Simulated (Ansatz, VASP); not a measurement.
# KI in VASP and in Ansatz

POSCAR

```
KI
1.0
    4.2909401140      0.0000000000      0.0000000000
    0.0000000000      4.2909401140      0.0000000000
    0.0000000000      0.0000000000      4.2909401140
K I
1 1
Direct
    0.0000000000      0.0000000000      0.0000000000
    0.5000000000      0.5000000000      0.5000000000
```

File INCAR.step1:

```
ALGO     = Normal         # electronic algorithm
EDIFF    = 1E-5           # SCF threshold, eV
ENCUT    = 520            # plane-wave cutoff, eV
GGA      = PE             # functional
ISIF     = 2              # what is computed and relaxed
ISMEAR   = 0              # smearing method
LASPH    = T              # aspherical terms in the spheres
LREAL    = F              # projectors in reciprocal space
LWAVE    = T              # write WAVECAR
NBANDS   = 15             # bands
NELM     = 80             # most SCF steps
PREC     = Accurate       # precision mode
SIGMA    = 0.01           # smearing width, eV
```

INCAR.step2

```
AEXX     = 0.5            # exact-exchange fraction
ALGO     = Normal         # electronic algorithm
EDIFF    = 1E-7           # SCF threshold, eV
ENCUT    = 520            # plane-wave cutoff, eV
GGA      = PE             # functional
HFSCREEN = 0.5            # screening, 1/A
ISIF     = 2              # what is computed and relaxed
ISMEAR   = 0              # smearing method
ISTART   = 1            
LASPH    = T              # aspherical terms in the spheres
LCHARG   = T              # write CHGCAR
LELF     = T              # ELF
LHFCALC  = T              # exact exchange
LREAL    = F              # projectors in reciprocal space
LVHAR    = T            
LWAVE    = F              # write WAVECAR
NBANDS   = 15             # bands
NELM     = 80             # most SCF steps
PREC     = Accurate       # precision mode
PRECFOCK = Normal       
SIGMA    = 0.01           # smearing width, eV
```

The input KPOINTS:

```
k-points
0
Gamma
  4 4 4
```

Input for Ansatz:

```yaml
crystal:
  lattice:
    - [4.290940114, 0.0, 0.0]
    - [0.0, 4.290940114, 0.0]
    - [0.0, 0.0, 4.290940114]
  atoms:
    - { symbol: K, position: [0.0, 0.0, 0.0] }
    - { symbol: I, position: [0.5, 0.5, 0.5] }
kpoints:
  mp_grid: { grid: [4, 4, 4] }
hamiltonian:
  xc: { exchange: pbe, correlation: pbe, exx: { coeff: 0.5, omega: 0.5 } }
scf:
  occupations: { method: fixed }
  n_extra_bands: 4
output:
  forces: true
  stress: true
  eigenvalues: true
```

Alike in both runs: task single point; functional PBE-based screened hybrid; k mesh 4 × 4 × 4; no spin polarisation.

```csv
,VASP,Ansatz
version,VASP 6.6.1,Ansatz 0.2.0
potentials or method,"VASP PAW PBE potentials, release 64 (K_sv, I)",plane waves
plane-wave cutoff (eV),520,420
occupations,"gaussian, width 0.01 eV",fixed
valence electrons in the cell,16,26
```

```csv
,VASP,Ansatz,Ansatz less VASP
gap on the k mesh at the Fermi level (eV),4.27,4.30,+0.029
pressure (GPa),0.2,0.2,+0.01
```

VASP's potentials were made for PBE, not for PBE-based screened hybrid. VASP's potentials hold 16 valence electrons a cell and Ansatz's 26, so a difference there can come from the potentials and not from the codes. Ansatz's warnings: stress exchange threshold loose, stress scf threshold loose.

Spin-orbit coupling is off throughout.
